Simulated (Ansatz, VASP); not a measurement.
## CdTe in VASP and in Ansatz

Contents of INCAR:

```
SYSTEM = CdTe
ALGO     = Normal         ! electronic algorithm
EDIFF    = 1E-6           ! SCF threshold, eV
ENCUT    = 520            ! plane-wave cutoff, eV
GGA      = PE             ! functional
ISIF     = 2              ! what is computed and relaxed
ISMEAR   = 0              ! smearing method
LASPH    = .TRUE.         ! aspherical terms in the spheres
LCHARG   = .FALSE.        ! write CHGCAR
LREAL    = .FALSE.        ! projectors in reciprocal space
LWAVE    = .FALSE.        ! write WAVECAR
NBANDS   = 16             ! bands
NELM     = 60             ! most SCF steps
PREC     = Accurate       ! precision mode
SIGMA    = 0.01           ! smearing width, eV
```

KPOINTS

```
k-points
0
G
  6 6 6
  0 0 0
```

Contents of POSCAR:

```
CdTe
1.0
    0.0000000000      3.2799551172      3.2799551172
    3.2799551172      0.0000000000      3.2799551172
    3.2799551172      3.2799551172      0.0000000000
Cd Te
1 1
Direct
    0.0000000000      0.0000000000      0.0000000000
    0.2500000000      0.2500000000      0.2500000000
```

Input for Ansatz:

```yaml
crystal:
  lattice:
    - [0.0, 3.2799551172, 3.2799551172]
    - [3.2799551172, 0.0, 3.2799551172]
    - [3.2799551172, 3.2799551172, 0.0]
  atoms:
    - { symbol: Cd, position: [0.0, 0.0, 0.0] }
    - { symbol: Te, position: [0.25, 0.25, 0.25] }
kpoints:
  mp_grid: { grid: [6, 6, 6] }
hamiltonian:
  xc: pbe
scf:
  occupations: { method: fixed }
output:
  optics:
    e_range: [0, 12]
    de: 0.05
    sigma: 0.1
    bands: { spectra_wanted_up_to: 12 }
```

Alike in both runs: task single point; functional PBE; k mesh 6 × 6 × 6; no spin polarisation.

|  | VASP | Ansatz |
| --- | --- | --- |
| version | VASP 6.6.1 | Ansatz 0.2.0 |
| potentials or method | VASP PAW PBE potentials, release 64 (Cd, Te) | plane waves, PAW |
| plane-wave cutoff (eV) | 520 | 420 |
| occupations | gaussian, width 0.01 eV | fixed |
| valence electrons in the cell | 18 | 36 |

```csv
,VASP,Ansatz,Ansatz less VASP
gap on the k mesh at the Fermi level (eV),0.66,0.66,+0.002
```

VASP's potentials hold 18 valence electrons a cell and Ansatz's 36, so a difference there can come from the potentials and not from the codes.

Neither program's run includes spin-orbit coupling.
